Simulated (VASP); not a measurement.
# TiTe2 (P-3m1) in VASP: settings compared, part 3 of 3

VASP 6.6.1. Earlier steps stand in the parts before.

**4. Single point, PBE+D3(BJ)**

This run uses another cell than the first one, of the same volume but with other edges.

The input, INCAR:

```
SYSTEM = TiTe2
PREC = Accurate
ENCUT = 520
EDIFF = 1E-6
ISMEAR = 0
SIGMA = 0.05
LREAL = .FALSE.
LASPH = .TRUE.
NELM = 100
ALGO = Normal
ISIF = 2
LWAVE = .FALSE.
LCHARG = .FALSE.
GGA = PE
IVDW = 12
NBANDS = 19
```

The input, KPOINTS:

```
Automatic mesh
0
G
  8 8 4
  0 0 0
```

The input, POSCAR:

```
TiTe2
1.0
    3.7623956869      0.0000000000      0.0000000000
   -1.8811978435      3.2583302440      0.0000000000
    0.0000000000      0.0000000000      6.5485409933
Ti Te
1 2
Direct
    0.0000000000      0.0000000000      0.0000000000
    0.3333333333      0.6666666667      0.2622674887
    0.6666666667      0.3333333333      0.7377325113
```

Potentials or basis: VASP PAW PBE potentials, release 64 (Ti_sv, Te).

Run with:

```bash
$ cat potpaw_PBE.64/Ti_sv/POTCAR potpaw_PBE.64/Te/POTCAR > POTCAR
$ mpirun -np 1 vasp_std > vasp.out
```

OUTCAR:

```text
SYSTEM = TiTe2
   PREC = Accurate
   ENCUT = 520
   EDIFF = 1E-6
   ISMEAR = 0
   LREAL = .FALSE.
   LASPH = .TRUE.
   NELM = 100
   ISIF = 2
   GGA = PE
   IVDW = 12
 IVDW          = 12

 ion  position               nearest neighbor table
   1  0.000  0.000  0.000-   2 2.77   3 2.77   3 2.77   2 2.77   3 2.77   2 2.77
   2  0.333  0.667  0.262-   1 2.77   1 2.77   1 2.77
   3  0.667  0.333  0.738-   1 2.77   1 2.77   1 2.77

  LATTYP: Found a hexagonal cell.
 ALAT       =     3.7623956869
 C/A-ratio  =     1.7405242665

  Lattice vectors:

 A1 = (   3.7623956869,   0.0000000000,   0.0000000000)
 A2 = (  -1.8811978435,   3.2583302440,   0.0000000000)
 A3 = (   0.0000000000,   0.0000000000,   6.5485409933)

Analysis of symmetry for initial positions (statically):
=====================================================================
 Subroutine PRICEL returns:
 Original cell was already a primitive cell.

 Routine SETGRP: Setting up the symmetry group for a
 hexagonal supercell.

 Subroutine GETGRP returns: Found 12 space group operations
 (whereof 12 operations were pure point group operations)
 out of a pool of 24 trial point group operations.

The static configuration has the point symmetry D_3d.

Analysis of symmetry for dynamics (positions and initial velocities):
=====================================================================
 Subroutine PRICEL returns:
 Original cell was already a primitive cell.

 Routine SETGRP: Setting up the symmetry group for a
 hexagonal supercell.

 Subroutine GETGRP returns: Found 12 space group operations
 (whereof 12 operations were pure point group operations)
 out of a pool of 24 trial point group operations.

The dynamic configuration has the point symmetry D_3d.

 Subroutine INISYM returns: Found 12 space group operations
 (whereof 12 operations are pure point group operations),
 and found     1 'primitive' translations

----------------------------------------------------------------------------------------

[... 115 lines left out ...]
  volume/ion in A,a.u.               =      26.76       180.58
  Fermi-wavevector in a.u.,A,eV,Ry     =   1.094655  2.068598 16.303443  1.198269
  Thomas-Fermi vector in A             =   2.230964
   LORBIT       =      0    0 simple, 1 ext, 2 COOP (PROOUT), +10 PAW based schemes
   GGA     = PE    functional components
   LHFCALC =     F    Hartree Fock is set to
   AEXX    =    0.0000 exact exchange contribution
   IVDW    =    12    specifies the selected vdW correction
   LEPSILON=     F    determine dielectric tensor
   LRPA    =     F    only Hartree local field effects (RPA)
 non-spin polarized calculation
 Gauss-broadening in eV      SIGMA  =   0.05
  energy-cutoff  :      520.00
  volume of cell :       80.28
 maximum number of plane-waves:      2179
   NGX = 13   NGY = 13   NGZ = 25

 number of electron      23.9999993 magnetization

 Free energy of the ion-electron system (eV)
  ---------------------------------------------------
  ext. energy  EPLUGINS =         0.00000000
  ---------------------------------------------------
  free energy    TOTEN  =       -16.21130104 eV

  energy without entropy =      -16.20922520  energy(sigma->0) =      -16.21026312

 E-fermi :   6.7979     XC(G=0):  -9.8574

 val. band max:        6.7830975540   @ k =   0.1250   0.0000   0.0000
 cond. band min:       6.8081625317   @ k =   0.0000   0.1250   0.2500
 fundamental gap:      0.0250649777
 Fermi energy:         6.7979476904

 k-point     1 :       0.0000    0.0000    0.0000
  band No.  band energies     occupation
      1     -50.6529      2.00000
      2     -26.9079      2.00000
      3     -26.9079      2.00000
      4     -26.8755      2.00000
      5      -5.5880      2.00000
      6      -4.1283      2.00000
[... 505 lines left out ...]
      6      -3.5619      2.00000
[... 11 lines left out ...]
     18      12.0708      0.00000
     19      12.8012      0.00000

 [... further k-points ...]

------------------------ aborting loop because EDIFF is reached ----------------------------------------

 Edisp (eV)   -1.47457

 E8    (eV) :    -0.6838

  FORCE on cell =-STRESS in cart. coord.  units (eV):
  Direction    XX          YY          ZZ          XY          YZ          ZX
  --------------------------------------------------------------------------------------
  -------------------------------------------------------------------------------------
  Total      -1.00085    -1.00085    -1.00178     0.00000     0.00000    -0.00000
  in kB     -19.97450   -19.97450   -19.99307     0.00000     0.00000    -0.00000
  external pressure =      -19.98 kB  Pullay stress =        0.00 kB

 VOLUME and BASIS-vectors are now :
 -----------------------------------------------------------------------------
  energy-cutoff  :      520.00
  volume of cell :       80.28
      direct lattice vectors                 reciprocal lattice vectors
     3.762395687  0.000000000  0.000000000     0.265788100  0.153452831  0.000000000
    -1.881197844  3.258330244  0.000000000     0.000000000  0.306905662  0.000000000
     0.000000000  0.000000000  6.548540993     0.000000000  0.000000000  0.152705771

 POSITION                                       TOTAL-FORCE (eV/Angst)
 -----------------------------------------------------------------------------------
      0.00000      0.00000      0.00000        -0.000000      0.000000      0.000000
     -0.00000      2.17222      1.71747        -0.000000      0.000000      0.012721
      1.88120      1.08611      4.83107         0.000000      0.000000     -0.012721
 -----------------------------------------------------------------------------------
    total drift:                               -0.000000     -0.000000     -0.000000

  FREE ENERGIE OF THE ION-ELECTRON SYSTEM (eV)
  ---------------------------------------------------
  free  energy   TOTEN  =       -17.6858711418 eV

  energy  without entropy=      -17.6837952989  energy(sigma->0) =      -17.68483322
```

OSZICAR:

```text
N       E                     dE             d eps       ncg     rms          rms(c)
DAV:   1     0.178585421644E+03    0.17859E+03   -0.10741E+04  1330   0.117E+03
DAV:   2    -0.159982847057E+01   -0.18019E+03   -0.17526E+03  1416   0.293E+02
DAV:   3    -0.178507328789E+02   -0.16251E+02   -0.15575E+02  2050   0.823E+01
DAV:   4    -0.184218651077E+02   -0.57113E+00   -0.56717E+00  1751   0.140E+01
DAV:   5    -0.184393455519E+02   -0.17480E-01   -0.17472E-01  1878   0.251E+00    0.121E+01
DAV:   6    -0.186089417305E+02   -0.16960E+00   -0.37990E+01  1453   0.375E+01    0.146E+01
DAV:   7    -0.164740740756E+02    0.21349E+01   -0.32636E+01  1668   0.322E+01    0.548E+00
DAV:   8    -0.162118830423E+02    0.26219E+00   -0.14847E+00  1581   0.828E+00    0.177E+00
DAV:   9    -0.162355136780E+02   -0.23631E-01   -0.28530E-01  1731   0.332E+00    0.166E+00
DAV:  10    -0.162145358391E+02    0.20978E-01   -0.29902E-01  1575   0.372E+00    0.808E-01
DAV:  11    -0.162114439398E+02    0.30919E-02   -0.30780E-02  1535   0.129E+00    0.350E-01
DAV:  12    -0.162114293270E+02    0.14613E-04   -0.29189E-03  1570   0.390E-01    0.247E-01
DAV:  13    -0.162113043217E+02    0.12501E-03   -0.49596E-04  1543   0.169E-01    0.367E-02
DAV:  14    -0.162113072581E+02   -0.29364E-05   -0.14749E-05  1566   0.306E-02    0.414E-02
DAV:  15    -0.162113028736E+02    0.43845E-05   -0.73602E-06  1613   0.210E-02    0.170E-02
DAV:  16    -0.162113009167E+02    0.19570E-05   -0.10854E-05  1469   0.211E-02    0.242E-03
DAV:  17    -0.162113010402E+02   -0.12357E-06   -0.31870E-07   830   0.450E-03
   1 F= -.17685871E+02 E0= -.17684833E+02  d E =-.207584E-02
```

stdout:

```text
POSCAR found type information on POSCAR TiTe
 POSCAR found :  2 types and       3 ions
 scaLAPACK will be used
 LDA part: xc-table for (Slater+PW92), standard interpolation
 POSCAR, INCAR and KPOINTS ok, starting setup
 FFT: planning ... GRIDC
 FFT: planning ... GRID_SOFT
 FFT: planning ... GRID
 WAVECAR not read
 entering main loop
```

It took 37 s on 1 thread of AMD EPYC 9R45 (Zen 5), shared host; peak memory 0.19 GiB.

Results:

```
Free energy                : -17.6859 eV
Pressure                   : -2.0 GPa
Largest force              : 0.013 eV/Å
Band gap on the k mesh     : zero (band 12 reaches 7.22 eV, above the bottom of band 13 at 6.53 eV)
Dispersion energy per atom : -0.492 eV
```

Forces in eV/Å, atoms in the order of the input:
```
Ti   0.000  0.000  0.000
Te   0.000  0.000  0.013
Te   0.000  0.000 -0.013
```

Caveat: spin-orbit coupling is left out, which moves the levels of the heavy elements.

**5. Single point, r2SCAN+rVV10 (volume scaled by 0.96)**

The input, POSCAR:

```
TiTe2
1.0
    3.7597649649      0.0000000000      0.0000000000
   -1.8798824824      3.2560519719      0.0000000000
    0.0000000000      0.0000000000      6.3895232291
Ti Te
1 2
Direct
    0.0000000000      0.0000000000      0.0000000000
    0.3333333333      0.6666666667      0.2641080817
    0.6666666667      0.3333333333      0.7358919183
```

The input, INCAR.step1:

```
SYSTEM = TiTe2
ALGO = Normal
EDIFF = 1E-4
ENCUT = 520
GGA = PE
ISMEAR = 0
LASPH = .True.
LCHARG = .False.
LREAL = .False.
LWAVE = .True.
NBANDS = 19
NELM = 60
PREC = Accurate
SIGMA = 0.05
```

The input, INCAR.step2:

```
SYSTEM = TiTe2
ALGO = Normal
BPARAM = 11.95
CPARAM = 0.0093
EDIFF = 1E-6
ENCUT = 520
ISIF = 2
ISMEAR = 0
ISTART = 1
IVDW_NL = 2
LASPH = .True.
LCHARG = .False.
LMIXTAU = .True.
LREAL = .False.
LUSE_VDW = .True.
LWAVE = .False.
METAGGA = R2SCAN
NBANDS = 19
NELM = 60
PREC = Accurate
SIGMA = 0.05
```

The input, KPOINTS:

```
k-points
0
Gamma
  8 8 4
  0 0 0
```

Run with:

```bash
$ cat potpaw_PBE.64/Ti_sv/POTCAR potpaw_PBE.64/Te/POTCAR > POTCAR
$ cp INCAR.step1 INCAR
$ mpirun -np 1 vasp_std > vasp.out
$ cp INCAR.step2 INCAR
$ mpirun -np 1 vasp_std > vasp.out
```

Run time: 4.2 min. Hardware: 1 thread of Intel Xeon Platinum 8375C at 2.90GHz (Ice Lake), shared host; peak memory 0.36 GiB.

It converged, with:

```
Free energy            : -65.6626 eV
Pressure               : 1.9 GPa
Largest force          : 0.025 eV/Å
Band gap on the k mesh : zero (band 12 reaches 7.59 eV, above the bottom of band 13 at 6.89 eV)
```

Forces on the atoms (eV/Å):
```
Ti   0.000  0.000  0.000
Te   0.000  0.000  0.025
Te   0.000  0.000 -0.025
```

Levels at points of the mesh, in eV from the Fermi level:
| k point | band 8 | band 9 | band 10 | band 11 | band 12 | band 13 | band 14 | band 15 | band 16 | band 17 |
| --- | --- | --- | --- | --- | --- | --- | --- | --- | --- | --- |
| (0.00, 0.00, 0.00) | -2.00 | -2.00 | 0.42 | 0.42 | 0.48 | 0.62 | 1.01 | 1.01 | 3.16 | 3.16 |
| (0.50, 0.00, 0.00) | -4.01 | -3.05 | -2.65 | -2.05 | -1.41 | 0.08 | 1.25 | 1.66 | 2.51 | 3.51 |
| (0.00, 0.00, 0.50) | -2.90 | -1.92 | -1.92 | 0.41 | 0.41 | 0.64 | 0.64 | 1.24 | 3.67 | 3.67 |
| (0.50, 0.00, 0.50) | -4.98 | -2.69 | -2.37 | -1.10 | -0.82 | -0.23 | 1.25 | 1.62 | 2.67 | 3.68 |

Caveat: the PAW data sets were made with another functional, which shifts forces and pressure a little; spin-orbit coupling is left out, which moves the levels of the heavy elements.

**6. Single point, r2SCAN+D3(BJ) (volume scaled by 0.96)**

The input, POSCAR:

```
TiTe2
1.0
    3.7593060439      0.0000000000      0.0000000000
   -1.8796530220      3.2556545346      0.0000000000
    0.0000000000      0.0000000000      6.3956203956
Ti Te
1 2
Direct
    0.0000000000      0.0000000000      0.0000000000
    0.3333333333      0.6666666667      0.2636460056
    0.6666666667      0.3333333333      0.7363539944
```

The input, INCAR.step1:

```
SYSTEM = TiTe2
PREC = Accurate ; ENCUT = 520
ISMEAR = 0 ; SIGMA = 0.05
LREAL = .FALSE. ; LASPH = .TRUE.
NELM = 80 ; NBANDS = 19
GGA = PE ; ALGO = Normal
EDIFF = 1E-4 ; LWAVE = .TRUE.
LCHARG = .FALSE.
```

The input, INCAR.step2:

```
SYSTEM = TiTe2
PREC = Accurate ; ENCUT = 520
EDIFF = 1E-6 ; ISMEAR = 0
SIGMA = 0.05 ; LREAL = .FALSE.
LASPH = .TRUE. ; NELM = 80
ALGO = Normal ; ISIF = 2
LWAVE = .FALSE. ; LCHARG = .FALSE.
METAGGA = R2SCAN ; LMIXTAU = .TRUE.
IVDW = 12 ; VDW_S6 = 1.0
VDW_S8 = 0.78981345 ; VDW_A1 = 0.49484001
VDW_A2 = 5.73083694 ; NBANDS = 19
ISTART = 1
```

The input, KPOINTS:

```
regular mesh
0
G
  8 8 4
  0 0 0
```

Potentials or basis: VASP PAW PBE potentials, release 64 (Ti_sv, Te).

Run with:

```bash
$ cat potpaw_PBE.64/Ti_sv/POTCAR potpaw_PBE.64/Te/POTCAR > POTCAR
$ cp INCAR.step1 INCAR
$ mpirun -np 1 vasp_std > vasp.out
$ cp INCAR.step2 INCAR
$ mpirun -np 1 vasp_std > vasp.out
```

Run time: 2.9 min. Hardware: 1 thread of Intel Xeon Platinum 8375C at 2.90GHz (Ice Lake), shared host; peak memory 0.22 GiB.

It converged, with:

```yaml
Free_energy: -66.9492 eV
Pressure: 1.3 GPa
Largest_force: 0.015 eV/Å
Band_gap_on_the_k_mesh: zero (band 12 reaches 7.59 eV, above the bottom of band 13 at 6.89 eV)
Dispersion_energy_per_atom: -0.235 eV
```

Forces in eV/Å, atoms in the order of the input:
```
Ti   0.000  0.000  0.000
Te   0.000  0.000  0.015
Te   0.000  0.000 -0.015
```

Levels at points of the mesh, in eV from the Fermi level:
```
           k point  band 8  band 9  band 10  band 11  band 12  band 13  band 14  band 15  band 16  band 17
(0.00, 0.00, 0.00)   -2.01   -2.01     0.41     0.41     0.48     0.59     0.99     0.99     3.16     3.16
(0.50, 0.00, 0.00)   -4.01   -3.04    -2.65    -2.07    -1.41     0.08     1.25     1.65     2.52     3.50
(0.00, 0.00, 0.50)   -2.88   -1.93    -1.93     0.40     0.40     0.63     0.63     1.23     3.66     3.66
(0.50, 0.00, 0.50)   -4.96   -2.70    -2.37    -1.11    -0.83    -0.22     1.24     1.62     2.67     3.67
```

Caveat: three body term missing; the PAW data sets were made with another functional, which shifts forces and pressure a little; spin-orbit coupling is left out, which moves the levels of the heavy elements.

**7. The runs side by side**

```tsv
level	cell	gap on the mesh (eV)	pressure (GPa)	largest force (eV/Å)
BLYP+D3(BJ)	a = 3.800, b = 3.800, c = 6.420 Å, angles 90.0, 90.0, 120.0°, 3 atoms	none	-1.8	0.04
BLYP+D3(BJ)	a = 3.790, b = 3.790, c = 6.389 Å, angles 90.0, 90.0, 120.0°, 3 atoms	none	-1.4	0.04
PBE+D3(BJ)	a = 3.762, b = 3.762, c = 6.549 Å, angles 90.0, 90.0, 120.0°, 3 atoms	none	-2.0	0.01
r2SCAN+rVV10	a = 3.760, b = 3.760, c = 6.390 Å, angles 90.0, 90.0, 120.0°, 3 atoms	none	1.9	0.02
r2SCAN+D3(BJ)	a = 3.759, b = 3.759, c = 6.396 Å, angles 90.0, 90.0, 120.0°, 3 atoms	none	1.3	0.01
```

Alike in all rows: task single point; potentials or basis VASP PAW PBE potentials, release 64 (Ti_sv, Te); no spin polarisation; k mesh 8 × 8 × 4; cutoff (eV) 520; smearing gaussian 0.05 eV.

Caveats: spin-orbit coupling is left out, which moves the levels of the heavy elements; the PAW data sets were made with another functional, which shifts forces and pressure a little (some runs); three body term missing (some runs).

Absolute energies hang on the potentials; compare differences alone.
